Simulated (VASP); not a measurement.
# InGaAs2 (P-4m2) in VASP: further runs, part 2 of 2

VASP 6.6.1.

## 5. Single point, r2SCAN (strain -0.025 along x and y, -0.050 along z)

Contents of POSCAR:

```
InGaAs2
1.0
    4.0494501138      0.0000000000      0.0000000000
    0.0000000000      4.0494501138      0.0000000000
    0.0000000000      0.0000000000      5.6261874985
In Ga As
1 1 2
Direct
    0.0000000000      0.0000000000      0.5000000000
    0.5000000000      0.5000000000      0.0000000000
    0.5000000000      0.0000000000      0.7698871174
    0.0000000000      0.5000000000      0.2301128826
```

Contents of INCAR.step1:

```
SYSTEM = InGaAs2
ALGO = Normal ; EDIFF = 1E-4
ENCUT = 520 ; GGA = PE
ISMEAR = 0 ; LASPH = .TRUE.
LCHARG = .FALSE. ; LREAL = .FALSE.
LWAVE = .TRUE. ; NBANDS = 26
NELM = 60 ; PREC = Accurate
SIGMA = 0.03
```

Contents of INCAR.step2:

```
SYSTEM = InGaAs2
ALGO = Normal ; EDIFF = 1E-6
ENCUT = 520 ; ISIF = 2
ISMEAR = 0 ; ISTART = 1
LASPH = .TRUE. ; LCHARG = .TRUE.
LELF = .TRUE. ; LMIXTAU = .TRUE.
LREAL = .FALSE. ; LVHAR = .TRUE.
LWAVE = .FALSE. ; METAGGA = R2SCAN
NBANDS = 26 ; NELM = 60
PREC = Accurate ; SIGMA = 0.03
```

Contents of KPOINTS:

```
k-points
0
G
  8 8 6
  0 0 0
```

Launch:

```
cat potpaw_PBE.64/In_d/POTCAR potpaw_PBE.64/Ga_d/POTCAR potpaw_PBE.64/As/POTCAR > POTCAR
cp INCAR.step1 INCAR
mpirun -np 1 vasp_std > vasp.out
cp INCAR.step2 INCAR
mpirun -np 1 vasp_std > vasp.out
```

It took 8.2 min on 1 thread of AMD EPYC 9R45 (Zen 5), shared host; peak memory 0.27 GiB.

The run converged. Its results:

* Free energy: -64.7779 eV
* Pressure: 8.3 GPa
* Largest force: 0.133 eV/Å
* Band gap on the k mesh: 0.94 eV, direct

Forces in eV/Å, atoms in the order of the input:
```
In   0.000  0.000  0.000
Ga   0.000  0.000  0.000
As   0.000  0.000  0.133
As   0.000  0.000 -0.133
```

Stress tensor (GPa, compression positive):
```
7.88 0.00 0.00
0.00 7.88 0.00
0.00 0.00 9.16
```

Levels at points of the mesh, in eV from the valence-band top:
```csv
k point,band 15,band 16,band 17,band 18,band 19,band 20,band 21,band 22
"(0.00, 0.00, 0.00)",-3.05,-0.08,0.00,0.00,0.94,1.66,2.09,4.19
"(0.50, 0.00, 0.00)",-3.61,-3.32,-1.78,-1.08,2.46,3.73,5.53,5.81
"(0.50, 0.50, 0.00)",-3.02,-2.85,-2.85,-2.62,1.68,1.68,2.07,2.35
"(0.00, 0.00, 0.50)",-2.28,-2.28,-1.50,-1.50,2.09,2.14,3.46,4.08
"(0.50, 0.00, 0.50)",-1.73,-1.17,-1.12,-0.95,1.17,1.86,4.78,4.95
"(0.50, 0.50, 0.50)",-3.80,-3.66,-3.59,-3.59,5.00,5.00,5.22,5.42
```

Caveat: the cell differs from its parent crystal (strain -0.025 along x and y, -0.050 along z); the PAW data sets were made with another functional, which shifts forces and pressure a little; spin-orbit coupling is left out, which moves the levels of the heavy elements. A k mesh can miss the band edges.

## 6. Single point, r2SCAN (strain -0.050 along x and y, +0.025 along z)

Contents of POSCAR:

```
InGaAs2
1.0
    3.9456180596      0.0000000000      0.0000000000
    0.0000000000      3.9456180596      0.0000000000
    0.0000000000      0.0000000000      6.0703601957
In Ga As
1 1 2
Direct
    0.0000000000      0.0000000000      0.5000000000
    0.5000000000      0.5000000000      0.0000000000
    0.5000000000      0.0000000000      0.7698871174
    0.0000000000      0.5000000000      0.2301128826
```

Contents of INCAR.step1:

```
PREC = Accurate ; ENCUT = 520
ISMEAR = 0 ; SIGMA = 0.03
LREAL = False ; LASPH = True
NELM = 80 ; NBANDS = 26
GGA = PE ; ALGO = Normal
EDIFF = 1E-4 ; LWAVE = True
LCHARG = False
```

Contents of INCAR.step2:

```
PREC = Accurate ; ENCUT = 520
EDIFF = 1E-7 ; ISMEAR = 0
SIGMA = 0.03 ; LREAL = False
LASPH = True ; NELM = 80
ALGO = Normal ; ISIF = 2
LWAVE = False ; LCHARG = True
METAGGA = R2SCAN ; LMIXTAU = True
LELF = True ; LVHAR = True
NBANDS = 26 ; ISTART = 1
```

Contents of KPOINTS:

```
Automatic mesh
0
Gamma
  8 8 6
```

Potentials or basis: VASP PAW PBE potentials, release 64 (In_d, Ga_d, As).

Launch:

```
cat potpaw_PBE.64/In_d/POTCAR potpaw_PBE.64/Ga_d/POTCAR potpaw_PBE.64/As/POTCAR > POTCAR
cp INCAR.step1 INCAR
mpirun -np 1 vasp_std > vasp.out
cp INCAR.step2 INCAR
mpirun -np 1 vasp_std > vasp.out
```

OUTCAR:

```text
PREC = Accurate
   ENCUT = 520
   EDIFF = 1E-7
   ISMEAR = 0
   LREAL = False
   LASPH = True
   NELM = 80
   ISIF = 2
   METAGGA = R2SCAN
   ISTART = 1

 ion  position               nearest neighbor table
   1  0.000  0.000  0.500-   3 2.56   4 2.56   4 2.56   3 2.56
   2  0.500  0.500  0.000-   3 2.42   4 2.42   3 2.42   4 2.42
   3  0.500  0.000  0.770-   2 2.42   2 2.42   1 2.56   1 2.56
   4  0.000  0.500  0.230-   2 2.42   2 2.42   1 2.56   1 2.56

  LATTYP: Found a simple tetragonal cell.
[... 895 lines left out ...]
  FORCE on cell =-STRESS in cart. coord.  units (eV):
  Direction    XX          YY          ZZ          XY          YZ          ZX
  --------------------------------------------------------------------------------------
  -------------------------------------------------------------------------------------
  Total        4.2557207      4.2557207      1.7081584      0.0000000      0.0000000      0.0000000
  in kB       72.1504677     72.1504677     28.9597075      0.0000000      0.0000000      0.0000000
  external PRESSURE =      57.7535477 kB  Pullay stress =       0.0000000 kB

 VOLUME and BASIS-vectors are now :
 -----------------------------------------------------------------------------
  energy-cutoff  :      520.00
  volume of cell :       94.50
      direct lattice vectors                 reciprocal lattice vectors
     3.945618060  0.000000000  0.000000000     0.253445717  0.000000000  0.000000000
     0.000000000  3.945618060  0.000000000     0.000000000  0.253445717  0.000000000
     0.000000000  0.000000000  6.070360196     0.000000000  0.000000000  0.164734870

 POSITION                                       TOTAL-FORCE (eV/Angst)
 -----------------------------------------------------------------------------------
      0.00000      0.00000      3.03518        -0.000000      0.000000      0.000000
      1.97281      1.97281      0.00000         0.000000      0.000000      0.000000
      1.97281      0.00000      4.67349        -0.000000      0.000000      0.052747
      0.00000      1.97281      1.39687         0.000000     -0.000000     -0.052747
 -----------------------------------------------------------------------------------
    total drift:                                0.000000      0.000000     -0.000000

  FREE ENERGIE OF THE ION-ELECTRON SYSTEM (eV)
  ---------------------------------------------------
  free  energy   TOTEN  =       -64.8268089166 eV

  energy  without entropy=      -64.8268089166  energy(sigma->0) =      -64.82680892
```

OSZICAR.step1:

```text
N       E                     dE             d eps       ncg     rms          rms(c)
DAV:   1     0.279988171780E+03    0.27999E+03   -0.17049E+04  3132   0.179E+03
DAV:   2     0.160247764052E+02   -0.26396E+03   -0.25465E+03  3324   0.421E+02
DAV:   3    -0.149445037760E+02   -0.30969E+02   -0.30569E+02  3890   0.135E+02
DAV:   4    -0.160313246534E+02   -0.10868E+01   -0.10840E+01  3634   0.265E+01
DAV:   5    -0.160651895987E+02   -0.33865E-01   -0.33852E-01  4434   0.463E+00    0.610E+00
DAV:   6    -0.156257789429E+02    0.43941E+00   -0.68675E-01  4338   0.124E+01    0.344E+00
DAV:   7    -0.155761767646E+02    0.49602E-01   -0.38020E-01  4794   0.424E+00    0.858E-01
DAV:   8    -0.155758138075E+02    0.36296E-03   -0.47307E-02  4054   0.258E+00    0.455E-01
DAV:   9    -0.155766351751E+02   -0.82137E-03   -0.43360E-03  4092   0.950E-01    0.180E-01
DAV:  10    -0.155769550307E+02   -0.31986E-03   -0.67914E-04  3650   0.188E-01    0.911E-02
DAV:  11    -0.155770566948E+02   -0.10166E-03   -0.24177E-04  2964   0.155E-01    0.568E-02
DAV:  12    -0.155770550523E+02    0.16425E-05   -0.25147E-05  1862   0.495E-02
   1 F= -.15577055E+02 E0= -.15577055E+02  d E =-.536153E-06
```

It took 9.1 min on 1 thread of AMD EPYC 9R45 (Zen 5), shared host; peak memory 0.28 GiB.

What came out:

* Free energy: -64.8268 eV
* Pressure: 5.8 GPa
* Largest force: 0.053 eV/Å
* Band gap on the k mesh: 0.60 eV, direct

Forces in eV/Å, atoms in the order of the input:
```
In   0.000  0.000  0.000
Ga   0.000  0.000  0.000
As   0.000  0.000  0.053
As   0.000  0.000 -0.053
```

Caveat: the cell differs from its parent crystal (strain -0.050 along x and y, +0.025 along z); the PAW data sets were made with another functional, which shifts forces and pressure a little; spin-orbit coupling is left out, which moves the levels of the heavy elements. A k mesh can miss the band edges.

## 7. Overview

| cell | gap on the mesh (eV) | pressure (GPa) | largest force (eV/Å) |
| --- | --- | --- | --- |
| a = 3.946, b = 3.946, c = 5.626 Å, 4 atoms | 1.21 | 14.1 | 0.19 |
| a = 3.946, b = 3.946, c = 5.774 Å, 4 atoms | 1.04 | 11.0 | 0.14 |
| a = 3.946, b = 3.946, c = 5.922 Å, 4 atoms | 0.83 | 8.2 | 0.09 |
| a = 4.049, b = 4.049, c = 5.626 Å, 4 atoms | 0.94 | 8.3 | 0.13 |
| a = 3.946, b = 3.946, c = 6.070 Å, 4 atoms | 0.60 | 5.8 | 0.05 |

Alike in all rows: task single point; level r2SCAN; potentials or basis VASP PAW PBE potentials, release 64 (In_d, Ga_d, As); no spin polarisation; k mesh 8 × 8 × 6; cutoff (eV) 520; smearing gaussian 0.03 eV.

Caveats: the PAW data sets were made with another functional, which shifts forces and pressure a little; spin-orbit coupling is left out, which moves the levels of the heavy elements.

Absolute energies hang on the potentials; compare differences alone.
